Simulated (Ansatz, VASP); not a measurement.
One calculation of MgO, two programs

File POSCAR:

```
MgO
1.0
    0.0000000000      2.1351500000      2.1351500000
    1.9750137500      0.0000000000      2.1351500000
    1.9750137500      2.1351500000      0.0000000000
Mg O
1 1
Direct
    0.0000000000      0.0000000000      0.0000000000
    0.5000000000      0.5000000000      0.5000000000
```

Contents of INCAR.step1:

```
SYSTEM = MgO
PREC = Accurate
ENCUT = 660
ISMEAR = 0
SIGMA = 0.05
LREAL = .False.
LASPH = .True.
NELM = 120
NBANDS = 15
GGA = PE
ALGO = Normal
EDIFF = 1E-5
LWAVE = .True.
LCHARG = .False.
GGA_COMPAT = .False.
```

INCAR.step2

```
SYSTEM = MgO
PREC = Accurate
ENCUT = 660
EDIFF = 1E-6
ISMEAR = 0
SIGMA = 0.05
LREAL = .False.
LASPH = .True.
NELM = 120
ALGO = Normal
ISIF = 2
LWAVE = .False.
LCHARG = .False.
METAGGA = R2SCAN
LMIXTAU = .True.
NBANDS = 15
ISTART = 1
GGA_COMPAT = .False.
```

File KPOINTS:

```
Automatic mesh
0
Gamma
  10 10 10
  0 0 0
```

Input for Ansatz:

```yaml
crystal:
  lattice:
    - [0.0, 2.13515, 2.13515]
    - [1.97501375, 0.0, 2.13515]
    - [1.97501375, 2.13515, 0.0]
  atoms:
    - { symbol: Mg, position: [0.0, 0.0, 0.0] }
    - { symbol: O, position: [0.5, 0.5, 0.5] }
basis:
  ecutwfc: 500
kpoints:
  mp_grid: { grid: [10, 10, 10] }
hamiltonian:
  xc: r2scan
scf:
  occupations: { method: gaussian, width: 0.05 }
output:
  forces: true
  stress: true
  eigenvalues: true
```

Change from the starting cell: strain -0.0750 x Voigt [1, 0, 0, 0, 0, 0], atoms carried along.

Alike in both runs: task single point; functional r2SCAN; k mesh 10 × 10 × 10; occupations gaussian, width 0.05 eV; no spin polarisation.

```csv
,VASP,Ansatz
version,VASP 6.6.1,Ansatz 0.2.0
potentials or method,"VASP PAW PBE potentials, release 64 (Mg_sv, O), cutoff 660 eV","scalar-relativistic, plane waves, PAW"
valence electrons in the cell,16,16
```

```tsv
	VASP	Ansatz	Ansatz less VASP
gap on the k mesh at the Fermi level (eV)	5.93	5.90	-0.027
least direct gap on the mesh (eV)	5.93	5.90	-0.027
pressure (GPa)	7.8	8.0	+0.11
traceless stress, the component that is largest in VASP (GPa)	15.79	15.51	-0.275
```

VASP's potentials were made for PBE, not for r2SCAN.
